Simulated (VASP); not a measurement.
# HfO2 (Fm-3m) in VASP: a series of runs, part 2 of 2

VASP 6.6.1. The steps go on from the part before.

**3. Single point, PBEsol**

This run uses another cell than the first one, of 10.70 Å³/atom.

The input, INCAR:

```
  PREC = Accurate
  ENCUT = 600
  EDIFF = 1E-6
  ISMEAR = 0
  SIGMA = 0.02
  LREAL = False
  LASPH = True
  NELM = 120
  ALGO = Normal
  ISIF = 2
  LWAVE = False
  LCHARG = True
  GGA = PS
  LELF = True
  LVHAR = True
  NBANDS = 56
  GGA_COMPAT = False
```

The input, KPOINTS:

```
regular mesh
0
Gamma
  6 6 6
```

The input, POSCAR:

```
HfO2
1.0
    5.0445074216      0.0000000000      0.0000000000
    0.0000000000      5.0445074216      0.0000000000
    0.0000000000      0.0000000000      5.0445074216
Hf O
4 8
Direct
    0.0000000000      0.0000000000      0.0000000000
    0.0000000000      0.5000000000      0.5000000000
    0.5000000000      0.0000000000      0.5000000000
    0.5000000000      0.5000000000      0.0000000000
    0.2500000000      0.2500000000      0.7500000000
    0.2500000000      0.7500000000      0.7500000000
    0.2500000000      0.7500000000      0.2500000000
    0.2500000000      0.2500000000      0.2500000000
    0.7500000000      0.2500000000      0.2500000000
    0.7500000000      0.7500000000      0.2500000000
    0.7500000000      0.7500000000      0.7500000000
    0.7500000000      0.2500000000      0.7500000000
```

Potentials or basis: VASP PAW PBE potentials, release 64 (Hf_pv, O).

Started as:

```
> cat potpaw_PBE.64/Hf_pv/POTCAR potpaw_PBE.64/O/POTCAR > POTCAR
> mpirun -np 1 vasp_std > vasp.out
```

OUTCAR:

```text
PREC = Accurate
   ENCUT = 600
   EDIFF = 1E-6
   ISMEAR = 0
   LREAL = False
   LASPH = True
   NELM = 120
   ISIF = 2
   GGA = PS

 ion  position               nearest neighbor table
   1  0.000  0.000  0.000-   5 2.18   6 2.18   7 2.18   8 2.18   9 2.18  10 2.18  11 2.18  12 2.18
                             4 3.57   2 3.57   3 3.57   2 3.57   3 3.57   2 3.57   4 3.57   2 3.57
   2  0.000  0.500  0.500-   5 2.18   6 2.18   7 2.18   8 2.18   9 2.18  10 2.18  11 2.18  12 2.18
                             4 3.57   1 3.57   3 3.57   1 3.57   4 3.57   1 3.57   3 3.57   1 3.57
   3  0.500  0.000  0.500-   5 2.18   6 2.18   7 2.18   8 2.18   9 2.18  10 2.18  11 2.18  12 2.18
                             4 3.57   1 3.57   2 3.57   1 3.57   4 3.57   2 3.57   4 3.57   4 3.57
   4  0.500  0.500  0.000-   5 2.18   6 2.18   7 2.18   8 2.18   9 2.18  10 2.18  11 2.18  12 2.18
                             3 3.57   1 3.57   2 3.57   2 3.57   3 3.57   1 3.57   3 3.57   3 3.57
   5  0.250  0.250  0.750-   1 2.18   2 2.18   3 2.18   4 2.18
   6  0.250  0.750  0.750-   1 2.18   2 2.18   3 2.18   4 2.18
   7  0.250  0.750  0.250-   1 2.18   2 2.18   3 2.18   4 2.18
   8  0.250  0.250  0.250-   1 2.18   2 2.18   3 2.18   4 2.18
   9  0.750  0.250  0.250-   1 2.18   2 2.18   3 2.18   4 2.18
  10  0.750  0.750  0.250-   1 2.18   2 2.18   3 2.18   4 2.18
  11  0.750  0.750  0.750-   1 2.18   2 2.18   3 2.18   4 2.18
  12  0.750  0.250  0.750-   1 2.18   2 2.18   3 2.18   4 2.18

  LATTYP: Found a simple cubic cell.
 ALAT       =     5.0445074216

  Lattice vectors:

 A1 = (   5.0445074216,   0.0000000000,   0.0000000000)
 A2 = (   0.0000000000,   5.0445074216,   0.0000000000)
 A3 = (   0.0000000000,   0.0000000000,   5.0445074216)

Analysis of symmetry for initial positions (statically):
=====================================================================
 Subroutine PRICEL returns following result:

  LATTYP: Found a face centered cubic cell.
 ALAT       =     5.0445074216

  Lattice vectors:

 A1 = (   2.5222537108,  -2.5222537108,   0.0000000000)
[... 163 lines left out ...]
   LRPA    =     F    only Hartree local field effects (RPA)
 non-spin polarized calculation
 Gauss-broadening in eV      SIGMA  =   0.02
  energy-cutoff  :      600.00
  volume of cell :      128.37
 maximum number of plane-waves:      4337
   NGX = 21   NGY = 21   NGZ = 21

 number of electron      88.0000038 magnetization

 Free energy of the ion-electron system (eV)
  ---------------------------------------------------
  ext. energy  EPLUGINS =         0.00000000
  ---------------------------------------------------
  free energy    TOTEN  =      -126.54826449 eV

  energy without entropy =     -126.54826449  energy(sigma->0) =     -126.54826449

 E-fermi :   4.3797     XC(G=0): -12.1855

 val. band max:        4.2599194072   @ k =   0.0000   0.0000   0.0000
 cond. band min:       7.9710994979   @ k =   0.0000   0.0000   0.0000
 fundamental gap:      3.7111800907
 Fermi energy:         4.3796654860

 k-point     1 :       0.0000    0.0000    0.0000
  band No.  band energies     occupation
      1     -25.7959      2.00000
      2     -25.7959      2.00000
      3     -25.7959      2.00000
      4     -25.4313      2.00000
      5     -25.4313      2.00000
      6     -25.4313      2.00000
[... 1169 lines left out ...]
     55      11.3561      0.00000
     56      11.3561      0.00000

------------------------ aborting loop because EDIFF is reached ----------------------------------------

  FORCE on cell =-STRESS in cart. coord.  units (eV):
  Direction    XX          YY          ZZ          XY          YZ          ZX
  --------------------------------------------------------------------------------------
  -------------------------------------------------------------------------------------
  Total       -3.2404234     -3.2404234     -3.2404234     -0.0000000     -0.0000000     -0.0000000
  in kB      -40.4441815    -40.4441815    -40.4441815     -0.0000000     -0.0000000     -0.0000000
  external PRESSURE =     -40.4441815 kB  Pullay stress =       0.0000000 kB

 VOLUME and BASIS-vectors are now :
 -----------------------------------------------------------------------------
  energy-cutoff  :      600.00
  volume of cell :      128.37
      direct lattice vectors                 reciprocal lattice vectors
     5.044507422  0.000000000  0.000000000     0.198235411  0.000000000  0.000000000
     0.000000000  5.044507422  0.000000000     0.000000000  0.198235411  0.000000000
     0.000000000  0.000000000  5.044507422     0.000000000  0.000000000  0.198235411

 POSITION                                       TOTAL-FORCE (eV/Angst)
 -----------------------------------------------------------------------------------
      0.00000      0.00000      0.00000        -0.000000     -0.000000     -0.000000
      0.00000      2.52225      2.52225        -0.000000     -0.000000     -0.000000
      2.52225      0.00000      2.52225        -0.000000     -0.000000     -0.000000
      2.52225      2.52225      0.00000        -0.000000      0.000000     -0.000000
      1.26113      1.26113      3.78338        -0.000000      0.000000     -0.000000
      1.26113      3.78338      3.78338         0.000000      0.000000      0.000000
      1.26113      3.78338      1.26113        -0.000000     -0.000000     -0.000000
      1.26113      1.26113      1.26113         0.000000     -0.000000      0.000000
      3.78338      1.26113      1.26113        -0.000000     -0.000000     -0.000000
      3.78338      3.78338      1.26113         0.000000     -0.000000      0.000000
      3.78338      3.78338      3.78338        -0.000000      0.000000     -0.000000
      3.78338      1.26113      3.78338         0.000000     -0.000000      0.000000
 -----------------------------------------------------------------------------------
    total drift:                                0.000000      0.000000      0.000000

  FREE ENERGIE OF THE ION-ELECTRON SYSTEM (eV)
  ---------------------------------------------------
  free  energy   TOTEN  =      -126.5482644907 eV

  energy  without entropy=     -126.5482644907  energy(sigma->0) =     -126.54826449
```

OSZICAR:

```text
N       E                     dE             d eps       ncg     rms          rms(c)
DAV:   1     0.596849183284E+03    0.59685E+03   -0.54445E+04  2240   0.177E+03
DAV:   2    -0.109306339701E+03   -0.70616E+03   -0.68257E+03  2784   0.433E+02
DAV:   3    -0.146978336926E+03   -0.37672E+02   -0.37501E+02  2608   0.882E+01
DAV:   4    -0.147463454739E+03   -0.48512E+00   -0.48435E+00  2736   0.109E+01
DAV:   5    -0.147470062888E+03   -0.66081E-02   -0.66062E-02  2648   0.118E+00    0.101E+02
DAV:   6    -0.127092925274E+03    0.20377E+02   -0.10339E+02  2544   0.393E+01    0.865E+01
DAV:   7    -0.126663611408E+03    0.42931E+00   -0.50402E+00  2696   0.108E+01    0.528E+01
DAV:   8    -0.126594923720E+03    0.68688E-01   -0.58227E-01  2576   0.426E+00    0.114E+01
DAV:   9    -0.126550456293E+03    0.44467E-01   -0.18122E-01  2520   0.211E+00    0.413E+00
DAV:  10    -0.126548188353E+03    0.22679E-02   -0.17543E-02  2784   0.609E-01    0.170E-01
DAV:  11    -0.126548240588E+03   -0.52235E-04   -0.13090E-03  2648   0.168E-01    0.291E-01
DAV:  12    -0.126548261112E+03   -0.20524E-04   -0.70826E-05  2752   0.359E-02    0.210E-01
DAV:  13    -0.126548264039E+03   -0.29271E-05   -0.65460E-06  2680   0.110E-02    0.260E-02
DAV:  14    -0.126548264491E+03   -0.45179E-06   -0.18651E-07  1568   0.223E-03
   1 F= -.12654826E+03 E0= -.12654826E+03  d E =-.423270E-19
```

Run time: 2.3 min. Hardware: 1 thread of Oxide Virtual Turin-like, shared host; peak memory 0.28 GiB.

What came out:

```yaml
Free_energy: -126.5483 eV
Pressure: -4.0 GPa
Band_gap_on_the_k_mesh: 3.71 eV
```

Caveat: the cell stands under tension; the PAW data sets were made with another functional, which shifts forces and pressure a little; spin-orbit coupling is left out, which moves the levels of the heavy elements. A k mesh can miss the band edges.

**4. Relaxation of cell and atoms, PBEsol**

The input, INCAR:

```
SYSTEM = HfO2
ALGO = Normal ; EDIFF = 1E-7
EDIFFG = -0.002 ; ENCUT = 600
GGA = PS ; GGA_COMPAT = .FALSE.
IBRION = 2 ; ISIF = 3
ISMEAR = 0 ; LASPH = .TRUE.
LCHARG = .FALSE. ; LREAL = .FALSE.
LWAVE = .FALSE. ; NELM = 120
NELMIN = 4 ; NSW = 100
PREC = Accurate ; SIGMA = 0.02
```

The input, KPOINTS:

```
k-points
0
G
  6 6 6
  0 0 0
```

Changes to POSCAR since step 3:

```diff
@@ -2,5 +2,5 @@
 1.0
-    5.0445074216      0.0000000000      0.0000000000
-    0.0000000000      5.0445074216      0.0000000000
-    0.0000000000      0.0000000000      5.0445074216
+    5.0321592200      0.0000000000      0.0000000000
+    0.0000000000      5.0321592200      0.0000000000
+    0.0000000000      0.0000000000      5.0321592200
 Hf O
```

Started as:

```
> cat potpaw_PBE.64/Hf_pv/POTCAR potpaw_PBE.64/O/POTCAR > POTCAR
> mpirun -np 1 vasp_std > vasp.out
```

It took 5.7 min on 1 thread of Oxide Virtual Turin-like, shared host; peak memory 0.29 GiB.

The run converged. Its results:

| Quantity | Value |
| --- | --- |
| Free energy | -126.5705 eV |
| Relaxed volume | 10.53 Å³/atom |
| Relaxed cell | a = 5.019 Å, b = 5.019 Å, c = 5.019 Å, α = 90.00°, β = 90.00°, γ = 90.00° |
| Space group after relaxing (to 0.1 Å) | Fm-3m (No. 225) |
| Energy gained by relaxing | 0.6 meV/atom |
| Ionic steps | 3 |
| Pressure after relaxing | 0.0 GPa |
| Band gap on the k mesh | 3.75 eV |

Step by step:
| step | energy change (eV) | largest force (eV/Å) | pressure (GPa) | volume (Å³) |
| --- | --- | --- | --- | --- |
| 1 | 0.0000 | 0.0000 | -2.14 | 127.43 |
| 2 | 0.0103 | 0.0000 | 3.51 | 124.83 |
| 3 | -0.0068 | 0.0000 | -0.01 | 126.42 |

Final structure:
```yaml
crystal:
  lattice:
    - [5.01882, 0.00000, 0.00000]
    - [0.00000, 5.01882, 0.00000]
    - [0.00000, 0.00000, 5.01882]
  atoms:
    - { symbol: Hf, position: [0.00000, 0.00000, 0.00000] }
    - { symbol: Hf, position: [0.00000, 0.50000, 0.50000] }
    - { symbol: Hf, position: [0.50000, 0.00000, 0.50000] }
    - { symbol: Hf, position: [0.50000, 0.50000, 0.00000] }
    - { symbol: O, position: [0.25000, 0.25000, 0.75000] }
    - { symbol: O, position: [0.25000, 0.75000, 0.75000] }
    - { symbol: O, position: [0.25000, 0.75000, 0.25000] }
    - { symbol: O, position: [0.25000, 0.25000, 0.25000] }
    - { symbol: O, position: [0.75000, 0.25000, 0.25000] }
    - { symbol: O, position: [0.75000, 0.75000, 0.25000] }
    - { symbol: O, position: [0.75000, 0.75000, 0.75000] }
    - { symbol: O, position: [0.75000, 0.25000, 0.75000] }
```

Levels at points of the mesh, in eV from the valence-band top:
```
           k point  band 40  band 41  band 42  band 43  band 44  band 45  band 46  band 47  band 48  band 49
(0.00, 0.00, 0.00)    -0.63    -0.63     0.00     0.00     0.00     3.75     3.75     3.75     3.85     3.85
(0.50, 0.00, 0.00)    -0.69    -0.69    -0.69    -0.22    -0.22     4.53     4.53     4.62     4.62     4.85
(0.50, 0.50, 0.00)    -2.16    -0.72    -0.72    -0.72    -0.72     4.32     4.32     4.32     4.32     5.34
(0.50, 0.50, 0.50)    -1.89    -1.89    -1.89    -1.89    -1.89     4.63     4.63     4.63     4.63     4.63
```

Caveat: the PAW data sets were made with another functional, which shifts forces and pressure a little; spin-orbit coupling is left out, which moves the levels of the heavy elements.

**5. Summary**

| task | cell | k mesh | smearing | gap on the mesh (eV) | pressure (GPa) |
| --- | --- | --- | --- | --- | --- |
| single point | a = 5.032 Å, 12 atoms | 4 × 4 × 4 | gaussian 0.1 eV | 3.73 | -2.1 |
| single point | a = 5.045 Å, 12 atoms | 6 × 6 × 6 | gaussian 0.02 eV | 3.71 | -4.0 |
| relaxation of cell and atoms | relaxed from a = 5.032 Å, 12 atoms | 6 × 6 × 6 | gaussian 0.02 eV | 3.75 | 0.0 |

Alike in all rows: level PBEsol; potentials or basis VASP PAW PBE potentials, release 64 (Hf_pv, O); no spin polarisation; cutoff (eV) 600.

Caveats: the PAW data sets were made with another functional, which shifts forces and pressure a little; spin-orbit coupling is left out, which moves the levels of the heavy elements; the cell stands under tension (at least some runs).

Total energies depend on the potentials used, so only differences within one code and one set of settings carry meaning.
